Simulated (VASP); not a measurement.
A run of VASP 6.6.1:

The input INCAR:

```
SYSTEM = BeTe
  PREC = Accurate
  ENCUT = 600
  EDIFF = 1E-6
  ISMEAR = 0
  SIGMA = 0.01
  LREAL = .False.
  LASPH = .True.
  NELM = 120
  ALGO = Normal
  ISIF = 2
  LWAVE = .False.
  LCHARG = .False.
  GGA = PS
  NBANDS = 11
  GGA_COMPAT = .False.
```

KPOINTS

```
regular mesh
0
Gamma
  8 8 8
  0 0 0
```

Contents of POSCAR:

```
BeTe
1.0
    0.0000000000      2.8029552548      2.8029552548
    2.8029552548      0.0000000000      2.8029552548
    2.8029552548      2.8029552548      0.0000000000
Be Te
1 1
Direct
    0.0000000000      0.0000000000      0.0000000000
    0.7500000000      0.7500000000      0.7500000000
```

Potentials or basis: VASP PAW PBE potentials, release 64 (Be, Te).

Launch:

```bash
$ cat potpaw_PBE.64/Be/POTCAR potpaw_PBE.64/Te/POTCAR > POTCAR
$ mpirun -np 1 vasp_std > vasp.out
```

Hardware: 1 thread of Intel(R) Xeon(R) 6975P-C (Granite Rapids) (shared host).

**Question.** How long does it take, and how much memory?

**Answer.** Run time: 5 s on 1 thread of Intel(R) Xeon(R) 6975P-C (Granite Rapids), on a shared host, peak memory 0.18 GiB. Counts: scf iterations 11, k points 29.
